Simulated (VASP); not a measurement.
# CdSe (F-43m) in VASP: a series of runs

Runs on CdSe. Level: PBE. Tasks: relaxation of cell and atoms.

Everything below comes from runs of VASP 6.6.1. Logs are shortened: lines on timing, memory, paths and dates and some standing lists are left out, and cuts for length are marked.

## 1. The cell of the first run

Symmetry: F-43m, No. 216, cubic system. Conventional cell: a = 6.141 Å, b = 6.141 Å, c = 6.141 Å, α = 90.00°, β = 90.00°, γ = 90.00°. Cd (site symmetry -43m) has 4 Se at 2.66 Å within 3.5 Å. Se (site symmetry -43m) has 4 Cd at 2.66 Å within 3.5 Å.

## 2. Relaxation of cell and atoms, PBE, target pressure 2 GPa, at which the enthalpy is minimised

Input file INCAR:

```
SYSTEM = CdSe
ALGO = Normal
EDIFF = 1E-6
EDIFFG = -0.01
ENCUT = 600
GGA = PE
IBRION = 2
ISIF = 3
ISMEAR = -1
LASPH = .TRUE.
LCHARG = .FALSE.
LREAL = .FALSE.
LWAVE = .FALSE.
NELM = 100
NSW = 80
PREC = Accurate
PSTRESS = 20.0
SIGMA = 0.1
```

Input file KPOINTS:

```
k-points
0
G
  6 6 6
  0 0 0
```

Input file POSCAR:

```
CdSe
1.0
    0.0000000000      3.0702712000      3.0702712000
    3.0702712000      0.0000000000      3.0702712000
    3.0702712000      3.0702712000      0.0000000000
Cd Se
1 1
Direct
    0.0000000000      0.0000000000      0.0000000000
    0.7500000000      0.7500000000      0.7500000000
```

Potentials or basis: VASP PAW PBE potentials, release 64 (Cd, Se).

On the command line:

```sh
$ cat potpaw_PBE.64/Cd/POTCAR potpaw_PBE.64/Se/POTCAR > POTCAR
$ mpirun -np 1 vasp_std > vasp.out
```

OUTCAR:

```text
SYSTEM = CdSe
   EDIFF = 1E-6
   EDIFFG = -0.01
   ENCUT = 600
   GGA = PE
   IBRION = 2
   ISIF = 3
   ISMEAR = -1
   LASPH = .TRUE.
   LREAL = .FALSE.
   NELM = 100
   NSW = 80
   PREC = Accurate
   PSTRESS = 20.0

 ion  position               nearest neighbor table
   1  0.000  0.000  0.000-   2 2.66   2 2.66   2 2.66   2 2.66
   2  0.750  0.750  0.750-   1 2.66   1 2.66   1 2.66   1 2.66

  LATTYP: Found a face centered cubic cell.
 ALAT       =     6.1405424000

  Lattice vectors:

 A1 = (   0.0000000000,   3.0702712000,   3.0702712000)
 A2 = (   3.0702712000,   0.0000000000,   3.0702712000)
 A3 = (   3.0702712000,   3.0702712000,   0.0000000000)

Analysis of symmetry for initial positions (statically):
=====================================================================
 Subroutine PRICEL returns:
 Original cell was already a primitive cell.

 Routine SETGRP: Setting up the symmetry group for a
 face centered cubic supercell.

 Subroutine GETGRP returns: Found 24 space group operations
 (whereof 24 operations were pure point group operations)
 out of a pool of 48 trial point group operations.

The static configuration has the point symmetry T_d .

Analysis of symmetry for dynamics (positions and initial velocities):
=====================================================================
 Subroutine PRICEL returns:
 Original cell was already a primitive cell.

 Routine SETGRP: Setting up the symmetry group for a
 face centered cubic supercell.

 Subroutine GETGRP returns: Found 24 space group operations
 (whereof 24 operations were pure point group operations)
 out of a pool of 48 trial point group operations.

The dynamic configuration has the point symmetry T_d .

 Subroutine INISYM returns: Found 24 space group operations
 (whereof 24 operations are pure point group operations),
 and found     1 'primitive' translations

----------------------------------------------------------------------------------------

                                     Primitive cell

  volume of cell :      57.8842

  direct lattice vectors                    reciprocal lattice vectors
     0.000000000  3.070271200  3.070271200    -0.162852063  0.162852063  0.162852063
     3.070271200  0.000000000  3.070271200     0.162852063 -0.162852063  0.162852063
     3.070271200  3.070271200  0.000000000     0.162852063  0.162852063 -0.162852063

  length of vectors
     4.342019171  4.342019171  4.342019171     0.282068048  0.282068048  0.282068048

  position of ions in fractional coordinates (direct lattice)
     0.000000000  0.000000000  0.000000000
[... 61 lines left out ...]
   ISTART =      0    job   : 0-new  1-cont  2-samecut
   ICHARG =      2    charge: 1-file 2-atom 10-const
   ISPIN  =      1    spin polarized calculation?
   LNONCOLLINEAR =      F non collinear calculations
   LSORBIT =      F    spin-orbit coupling
   LASPH  =      T    aspherical Exc in radial PAW
   ENCUT  =  600.0 eV  44.10 Ry    6.64 a.u.   8.67  8.67  8.67*2*pi/ulx,y,z
   NELM   =    100;   NELMIN=  2; NELMDL= -5     # of ELM steps
   EDIFF  = 0.1E-05   stopping-criterion for ELM
   LREAL  =      F    real-space projection
   EDIFFG = -.1E-01   stopping-criterion for IOM
   NSW    =     80    number of steps for IOM
   IBRION =      2    ionic relax: 0-MD 1-quasi-New 2-CG
   NFREE  =      1    steps in history (QN), initial steepest desc. (CG)
   ISIF   =      3    stress and relaxation
   ISYM   =      2    0-nonsym 1-usesym 2-fastsym
   POTIM  = 0.5000    time-step for ionic-motion
   TEBEG  =    0.0;   TEEND  =   0.0 temperature during run
   PSTRESS=   20.0 pullay stress
   NELECT =      18.0000    total number of electrons
   NUPDOWN=      -1.0000    fix difference up-down
   EMIN   =  10.00;   EMAX   =-10.00  energy-range for DOS
   EFERMI =   0.00;   METHOD = LEGACY
   ISMEAR =    -1;   SIGMA  =   0.10  broadening in eV -4-tet -1-fermi 0-gaus
   EFERMI_NEDOS =   21; number of points for ismear=-14 and -15
   IALGO  =     38    algorithm
   IMIX   =      4    mixing-type and parameters
     AMIX     =   0.40;   BMIX     =  1.00
     AMIX_MAG =   1.60;   BMIX_MAG =  1.00
  volume/ion in A,a.u.               =      28.94       195.31
  Fermi-wavevector in a.u.,A,eV,Ry     =   1.109121  2.095935 16.737199  1.230149
  Thomas-Fermi vector in A             =   2.245657
   LORBIT       =      0    0 simple, 1 ext, 2 COOP (PROOUT), +10 PAW based schemes
   GGA     = PE    functional components
   LHFCALC =     F    Hartree Fock is set to
   AEXX    =    0.0000 exact exchange contribution
   IVDW    =     0    specifies the selected vdW correction
   LEPSILON=     F    determine dielectric tensor
   LRPA    =     F    only Hartree local field effects (RPA)
 conjugate gradient relaxation of ions
 non-spin polarized calculation
  energy-cutoff  :      600.00
  volume of cell :       57.88
 maximum number of plane-waves:      1964
   NGX = 17   NGY = 17   NGZ = 17

--------------------------------------- Ionic step        1  -------------------------------------------

 number of electron      17.9999997 magnetization

 Free energy of the ion-electron system (eV)
  ---------------------------------------------------
  ext. energy  EPLUGINS =         0.00000000
  ---------------------------------------------------
  free energy    TOTEN  =        -5.48654174 eV

  energy without entropy =       -5.48537759  energy(sigma->0) =       -5.48595967

------------------------ aborting loop because EDIFF is reached ----------------------------------------

  FORCE on cell =-STRESS in cart. coord.  units (eV):
  Direction    XX          YY          ZZ          XY          YZ          ZX
  --------------------------------------------------------------------------------------
  -------------------------------------------------------------------------------------
  Total        0.5577770      0.5577770      0.5577770      0.0000000      0.0000000      0.0000000
  in kB       15.4387087     15.4387087     15.4387087      0.0000000      0.0000000      0.0000000
  external PRESSURE =      -4.5612913 kB  Pullay stress =      20.0000000 kB
[... 63 lines left out ...]
--------------------------------------- Ionic step        3  -------------------------------------------

 number of electron      17.9999997 magnetization

 Free energy of the ion-electron system (eV)
  ---------------------------------------------------
  ext. energy  EPLUGINS =         0.00000000
  ---------------------------------------------------
  free energy    TOTEN  =        -5.48101372 eV

  energy without entropy =       -5.47993410  energy(sigma->0) =       -5.48047391

 E-fermi :   1.1652     XC(G=0):  -8.7943

 val. band max:        0.7880766662   @ k =   0.0000   0.0000   0.0000
 cond. band min:       1.3546451260   @ k =   0.0000   0.0000   0.0000
 fundamental gap:      0.5665684598
 Fermi energy:         1.1651994484

 k-point     1 :       0.0000    0.0000    0.0000
  band No.  band energies     occupation
      1     -11.6952      2.00000
      2      -7.0844      2.00000
      3      -7.0844      2.00000
      4      -7.0844      2.00000
      5      -6.7313      2.00000
      6      -6.7313      2.00000
      7       0.7881      1.95499
      8       0.7881      1.95499
      9       0.7881      1.95499
     10       1.3546      0.26147
     11       6.7207      0.00000
     12       6.7207      0.00000
     13       6.7207      0.00000
[... 271 lines left out ...]
  energy  without entropy=       -5.4799340954  energy(sigma->0) =       -5.48047391

  enthalpy is  TOTEN    =        -4.7646950171 eV   P V=        0.7163187069

 reached required accuracy - stopping structural energy minimisation
```

It took 14 s on 1 thread of Intel Xeon 6975P-C (Granite Rapids), shared host; peak memory 0.22 GiB.

Results:

- Free energy: -5.4810 eV
- Relaxed volume: 28.69 Å³/atom
- Relaxed cell: a = 4.329 Å, b = 4.329 Å, c = 4.329 Å, α = 60.00°, β = 60.00°, γ = 60.00°
- Space group after relaxing (to 0.05 Å): F-43m (No. 216)
- Energy change on relaxing (the enthalpy is what falls): +2.8 meV/atom
- Ionic steps: 3
- Pressure after relaxing: 2.0 GPa
- Band gap on the k mesh: 0.57 eV, direct

Step by step:
| step | energy change (eV) | largest force (eV/Å) | pressure (GPa) | volume (Å³) |
| --- | --- | --- | --- | --- |
| 1 | 0.0000 | 0.0000 | 1.54 | 57.88 |
| 2 | 0.0080 | 0.0000 | 2.18 | 57.20 |
| 3 | 0.0055 | 0.0000 | 2.01 | 57.38 |

Final structure:
```
Cd Se
1.0
     0.00000    3.06139    3.06139
     3.06139    0.00000    3.06139
     3.06139    3.06139    0.00000
Cd Se
1 1
Cartesian
  0.0000 0.0000 0.0000
  4.5921 4.5921 4.5921
```

Caveat: the cell is relaxed towards a set pressure, so the enthalpy falls and the energy may rise.

## 3. Relaxation of cell and atoms, PBE, target pressure 5 GPa, at which the enthalpy is minimised

Input file INCAR:

```
PREC = Accurate
ENCUT = 600
EDIFF = 1E-7
ISMEAR = -1
SIGMA = 0.1
LREAL = False
LASPH = True
NELM = 80
ALGO = Normal
ISIF = 3
LWAVE = False
LCHARG = False
GGA = PE
IBRION = 2
NSW = 80
EDIFFG = -0.01
PSTRESS = 50.0
```

Input file KPOINTS:

```
Automatic mesh
0
Gamma
  6 6 6
```

POSCAR is that of step 2.

Potentials or basis: VASP PAW PBE potentials, release 64 (Cd, Se).

On the command line:

```sh
$ cat potpaw_PBE.64/Cd/POTCAR potpaw_PBE.64/Se/POTCAR > POTCAR
$ mpirun -np 1 vasp_std > vasp.out
```

Run time: 18 s. Hardware: 1 thread of Intel Xeon 6975P-C (Granite Rapids), shared host; peak memory 0.21 GiB.

The run converged. Its results:

```
Free energy                                            : -5.4216 eV
Relaxed volume                                         : 27.30 Å³/atom
Relaxed cell                                           : a = 4.258 Å, b = 4.258 Å, c = 4.258 Å, α = 60.00°, β = 60.00°, γ = 60.00°
Space group after relaxing (to 0.05 Å)                 : F-43m (No. 216)
Energy change on relaxing (the enthalpy is what falls) : +32.5 meV/atom
Ionic steps                                            : 3
Pressure after relaxing                                : 5.0 GPa
Band gap on the k mesh                                 : 0.67 eV, direct
```

Step by step:
| step | energy change (eV) | largest force (eV/Å) | pressure (GPa) | volume (Å³) |
| --- | --- | --- | --- | --- |
| 1 | 0.0000 | 0.0000 | 1.54 | 57.88 |
| 2 | 0.1343 | 0.0000 | 7.42 | 52.81 |
| 3 | 0.0649 | 0.0000 | 5.00 | 54.61 |

Final structure:
```yaml
crystal:
  lattice:
    - [0.00000, 3.01121, 3.01121]
    - [3.01121, 0.00000, 3.01121]
    - [3.01121, 3.01121, 0.00000]
  atoms:
    - { symbol: Cd, position: [0.00000, 0.00000, 0.00000] }
    - { symbol: Se, position: [0.75000, 0.75000, 0.75000] }
```

Levels at points of the mesh, in eV from the valence-band top:
```csv
k point,band 7,band 8,band 9,band 10,band 11,band 12
"(0.00, 0.00, 0.00)",0.00,0.00,0.00,0.67,5.93,5.93
"(0.50, 0.00, 0.00)",-4.57,-0.79,-0.79,2.43,6.45,6.45
"(0.50, 0.50, 0.00)",-4.22,-1.96,-1.96,3.08,3.78,9.26
```

Caveat: the cell is relaxed towards a set pressure, so the enthalpy falls and the energy may rise.

(Continued in part 2 of 2.)
